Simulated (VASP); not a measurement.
# Sb (R32) in VASP: notebook

Runs on Sb. Level: PBE. Tasks: single point, relaxation of cell and atoms.

Everything below comes from runs of VASP 6.6.1. Logs are shortened: lines on timing, memory, paths and dates and some standing lists are left out, and cuts for length are marked.

### 1 The cell of the first run

It takes space group R32 (No. 155, trigonal). Conventional cell: a = 7.557 Å, b = 7.557 Å, c = 9.086 Å, α = 90.00°, β = 90.00°, γ = 120.00°. Sb (site symmetry 2) has 8 Sb at 2.98 to 3.23 Å within 3.9 Å. Sb (site symmetry 3) has 6 Sb at 2.98 to 2.99 Å within 3.9 Å.

### 2 Single point, PBE

The input, INCAR:

```
SYSTEM = Sb
PREC = Accurate
ENCUT = 520
EDIFF = 1E-6
ISMEAR = 0
SIGMA = 0.1
LREAL = .FALSE.
LASPH = .TRUE.
NELM = 100
ALGO = Normal
ISIF = 2
LWAVE = .FALSE.
LCHARG = .FALSE.
GGA = PE
NBANDS = 20
```

The input, KPOINTS:

```
regular mesh
0
G
  3 3 3
  0 0 0
```

The input, POSCAR:

```
Sb
1.0
    3.7785610100      2.1815532100      3.0286874900
   -3.7785610100      2.1815532100      3.0286874900
    0.0000000000     -4.3631064300      3.0286874900
Sb
5
Direct
    0.2467715700      0.7532284300      0.0000000000
    0.0000000000      0.2467715700      0.7532284300
    0.7532284300      0.0000000000      0.2467715700
    0.2578843500      0.2578843500      0.2578843500
    0.7421156500      0.7421156500      0.7421156500
```

Potentials or basis: VASP PAW PBE potentials, release 64 (Sb).

Launch:

```console
> cat potpaw_PBE.64/Sb/POTCAR > POTCAR
> mpirun -np 1 vasp_std > vasp.out
```

OUTCAR:

```text
SYSTEM = Sb
   PREC = Accurate
   ENCUT = 520
   EDIFF = 1E-6
   ISMEAR = 0
   LREAL = .FALSE.
   LASPH = .TRUE.
   NELM = 100
   ISIF = 2
   GGA = PE

 ion  position               nearest neighbor table
   1  0.247  0.753  0.000-   4 2.98   5 2.98   4 2.99   5 2.99   3 3.23   2 3.23   2 3.23   3 3.23

   2  0.000  0.247  0.753-   4 2.98   5 2.98   5 2.99   4 2.99   3 3.23   1 3.23   1 3.23   3 3.23

   3  0.753  0.000  0.247-   5 2.98   4 2.98   4 2.99   5 2.99   2 3.23   1 3.23   1 3.23   2 3.23

   4  0.258  0.258  0.258-   2 2.98   1 2.98   3 2.98   3 2.99   1 2.99   2 2.99
   5  0.742  0.742  0.742-   3 2.98   1 2.98   2 2.98   2 2.99   1 2.99   3 2.99

  LATTYP: Found a trigonal (rhomboedric) cell.
 ALAT       =     5.3112753300
 COS(alpha) =    -0.0122440718

  Lattice vectors:

 A1 = (   3.7785610100,   2.1815532100,   3.0286874900)
 A2 = (  -3.7785610100,   2.1815532100,   3.0286874900)
 A3 = (   0.0000000000,  -4.3631064300,   3.0286874900)

Analysis of symmetry for initial positions (statically):
=====================================================================
 Subroutine PRICEL returns:
 Original cell was already a primitive cell.

 Routine SETGRP: Setting up the symmetry group for a
 trigonal (rhombohedral) supercell.

 Subroutine GETGRP returns: Found  6 space group operations
 (whereof  6 operations were pure point group operations)
 out of a pool of 12 trial point group operations.

The static configuration has the point symmetry D_3 .

Analysis of symmetry for dynamics (positions and initial velocities):
=====================================================================
 Subroutine PRICEL returns:
 Original cell was already a primitive cell.

 Routine SETGRP: Setting up the symmetry group for a
 trigonal (rhombohedral) supercell.

 Subroutine GETGRP returns: Found  6 space group operations
 (whereof  6 operations were pure point group operations)
 out of a pool of 12 trial point group operations.

The dynamic configuration has the point symmetry D_3 .

 Subroutine INISYM returns: Found  6 space group operations
 (whereof  6 operations are pure point group operations),
 and found     1 'primitive' translations

----------------------------------------------------------------------------------------
[... 77 lines left out ...]
   LASPH  =      T    aspherical Exc in radial PAW
   ENCUT  =  520.0 eV  38.22 Ry    6.18 a.u.   9.88  9.88  9.88*2*pi/ulx,y,z
   NELM   =    100;   NELMIN=  2; NELMDL= -5     # of ELM steps
   EDIFF  = 0.1E-05   stopping-criterion for ELM
   LREAL  =      F    real-space projection
   EDIFFG = 0.1E-04   stopping-criterion for IOM
   NSW    =      0    number of steps for IOM
   IBRION =     -1    ionic relax: 0-MD 1-quasi-New 2-CG
   NFREE  =      0    steps in history (QN), initial steepest desc. (CG)
   ISIF   =      2    stress and relaxation
   ISYM   =      2    0-nonsym 1-usesym 2-fastsym
   POTIM  = 0.5000    time-step for ionic-motion
   TEBEG  =    0.0;   TEEND  =   0.0 temperature during run
   PSTRESS=    0.0 pullay stress
   NELECT =      25.0000    total number of electrons
   NUPDOWN=      -1.0000    fix difference up-down
   EMIN   =  10.00;   EMAX   =-10.00  energy-range for DOS
   EFERMI =   0.00;   METHOD = LEGACY
   ISMEAR =     0;   SIGMA  =   0.10  broadening in eV -4-tet -1-fermi 0-gaus
   EFERMI_NEDOS =   21; number of points for ismear=-14 and -15
   IALGO  =     38    algorithm
   IMIX   =      4    mixing-type and parameters
     AMIX     =   0.40;   BMIX     =  1.00
     AMIX_MAG =   1.60;   BMIX_MAG =  1.00
  volume/ion in A,a.u.               =      29.96       202.17
  Fermi-wavevector in a.u.,A,eV,Ry     =   0.901340  1.703286 11.053571  0.812415
  Thomas-Fermi vector in A             =   2.024409
   LORBIT       =      0    0 simple, 1 ext, 2 COOP (PROOUT), +10 PAW based schemes
   GGA     = PE    functional components
   LHFCALC =     F    Hartree Fock is set to
   AEXX    =    0.0000 exact exchange contribution
   IVDW    =     0    specifies the selected vdW correction
   LEPSILON=     F    determine dielectric tensor
   LRPA    =     F    only Hartree local field effects (RPA)
 non-spin polarized calculation
 Gauss-broadening in eV      SIGMA  =   0.10
  energy-cutoff  :      520.00
  volume of cell :      149.80
 maximum number of plane-waves:      4056
   NGX = 19   NGY = 19   NGZ = 19

 number of electron      25.0000000 magnetization

 Free energy of the ion-electron system (eV)
  ---------------------------------------------------
  ext. energy  EPLUGINS =         0.00000000
  ---------------------------------------------------
  free energy    TOTEN  =       -18.54558633 eV

  energy without entropy =      -18.52245728  energy(sigma->0) =      -18.53402181

 E-fermi :   7.7454     XC(G=0):  -9.4489

 val. band max:        7.7370309179   @ k =  -0.3333   0.3333   0.3333
 cond. band min:       7.8166684997   @ k =  -0.3333   0.3333   0.3333
 fundamental gap:      0.0796375817
 Fermi energy:         7.7454150969

 k-point     1 :       0.0000    0.0000    0.0000
  band No.  band energies     occupation
      1      -5.9502      2.00000
      2      -2.3228      2.00000
      3      -1.4537      2.00000
      4      -1.4537      2.00000
      5       0.7350      2.00000
      6       2.6189      2.00000
[... 127 lines left out ...]
     19      10.8415      0.00000
     20      11.4350      0.00000

------------------------ aborting loop because EDIFF is reached ----------------------------------------

  FORCE on cell =-STRESS in cart. coord.  units (eV):
  Direction    XX          YY          ZZ          XY          YZ          ZX
  --------------------------------------------------------------------------------------
  -------------------------------------------------------------------------------------
  Total        8.8146232      8.8146232      8.2048462      0.0000000     -0.0000000      0.0000000
  in kB       94.2793046     94.2793043     87.7572617      0.0000000     -0.0000001      0.0000000
  external PRESSURE =      92.1052902 kB  Pullay stress =       0.0000000 kB

 VOLUME and BASIS-vectors are now :
 -----------------------------------------------------------------------------
  energy-cutoff  :      520.00
  volume of cell :      149.80
      direct lattice vectors                 reciprocal lattice vectors
     3.778561010  2.181553210  3.028687490     0.132325507  0.076398167  0.110058675
    -3.778561010  2.181553210  3.028687490    -0.132325507  0.076398167  0.110058675
     0.000000000 -4.363106430  3.028687490     0.000000000 -0.152796334  0.110058675

 POSITION                                       TOTAL-FORCE (eV/Angst)
 -----------------------------------------------------------------------------------
     -1.91368      2.18155      3.02869         0.420043      0.000000     -0.000000
     -0.93244     -2.74807      3.02869        -0.210021      0.363768     -0.000000
      2.84612      0.56652      3.02869        -0.210021     -0.363768     -0.000000
      0.00000     -0.00000      2.34315         0.000000     -0.000000      0.825503
      0.00000     -0.00000      6.74291         0.000000      0.000000     -0.825503
 -----------------------------------------------------------------------------------
    total drift:                               -0.000000      0.000000      0.000000

  FREE ENERGIE OF THE ION-ELECTRON SYSTEM (eV)
  ---------------------------------------------------
  free  energy   TOTEN  =       -18.5455863298 eV

  energy  without entropy=      -18.5224572819  energy(sigma->0) =      -18.53402181
```

stdout:

```text
POSCAR found type information on POSCAR Sb
 POSCAR found :  1 types and       5 ions
 scaLAPACK will be used
 LDA part: xc-table for (Slater+PW92), standard interpolation
 POSCAR, INCAR and KPOINTS ok, starting setup
 FFT: planning ... GRIDC
 FFT: planning ... GRID_SOFT
 FFT: planning ... GRID
 WAVECAR not read
 entering main loop
```

It took 24 s on 1 thread of Intel Xeon 8259CL, shared host; peak memory 0.23 GiB.

Results:

```
Free energy            : -18.5456 eV
Pressure               : 9.2 GPa
Largest force          : 0.826 eV/Å
Band gap on the k mesh : zero (an odd number of electrons rules out a gap without spin polarisation)
```

Forces on the atoms (eV/Å):
```
Sb   0.420  0.000  0.000
Sb  -0.210  0.364  0.000
Sb  -0.210 -0.364  0.000
Sb   0.000  0.000  0.826
Sb   0.000  0.000 -0.826
```

Caveat: the k points lie up to 0.39 Å⁻¹ apart, too coarse for converged energies and pressures of a metal; spin-orbit coupling is left out, which moves the levels of the heavy elements.

### 3 Single point, PBE

This run uses another cell than the first one, of 34.43 Å³/atom.

The input, INCAR:

```
ALGO = Normal
EDIFF = 1E-7
ENCUT = 520
GGA = PE
ISIF = 2
ISMEAR = 0
LASPH = True
LCHARG = True
LELF = True
LREAL = False
LVHAR = True
LWAVE = False
NBANDS = 20
NELM = 100
PREC = Accurate
SIGMA = 0.1
```

The input, KPOINTS:

```
k-points
0
Gamma
  3 3 3
```

The input, POSCAR:

```
Sb
1.0
    3.9984572808      2.3085103857      3.1083209913
   -3.9984572808      2.3085103857      3.1083209913
    0.0000000000     -4.6170207765      3.1083209875
Sb
5
Direct
    0.2548740421      0.7451259579      0.0000000000
    0.0000000000      0.2548740421      0.7451259579
    0.7451259579      0.0000000000      0.2548740421
    0.2691238346      0.2691238346      0.2691238346
    0.7308761654      0.7308761654      0.7308761654
```

Potentials or basis: VASP PAW PBE potentials, release 64 (Sb).

Launch:

```console
> cat potpaw_PBE.64/Sb/POTCAR > POTCAR
> mpirun -np 1 vasp_std > vasp.out
```

It took 40 s on 1 thread of Intel Xeon 8259CL, shared host; peak memory 0.24 GiB.

Results (log left out):

```
Free energy            : -19.1952 eV
Pressure               : -0.1 GPa
Largest force          : 0.045 eV/Å
Band gap on the k mesh : zero (an odd number of electrons rules out a gap without spin polarisation)
```

Forces on the atoms (eV/Å):
```
Sb  -0.011  0.000  0.000
Sb   0.006 -0.010  0.000
Sb   0.006  0.010  0.000
Sb   0.000  0.000 -0.045
Sb   0.000  0.000  0.045
```

Stress tensor (GPa, compression positive):
```
 0.00  0.00  0.00
 0.00  0.00  0.00
 0.00  0.00 -0.39
```

Levels at points of the mesh, in eV from the Fermi level:
| k point | band 10 | band 11 | band 12 | band 13 | band 14 | band 15 | band 16 | band 17 |
| --- | --- | --- | --- | --- | --- | --- | --- | --- |
| (0.00, 0.00, 0.00) | -2.56 | -1.72 | -1.52 | -1.52 | 0.59 | 0.94 | 0.94 | 1.69 |

Caveat: the k points lie up to 0.38 Å⁻¹ apart, too coarse for converged energies and pressures of a metal; spin-orbit coupling is left out, which moves the levels of the heavy elements.

[end of part 1 of 2]
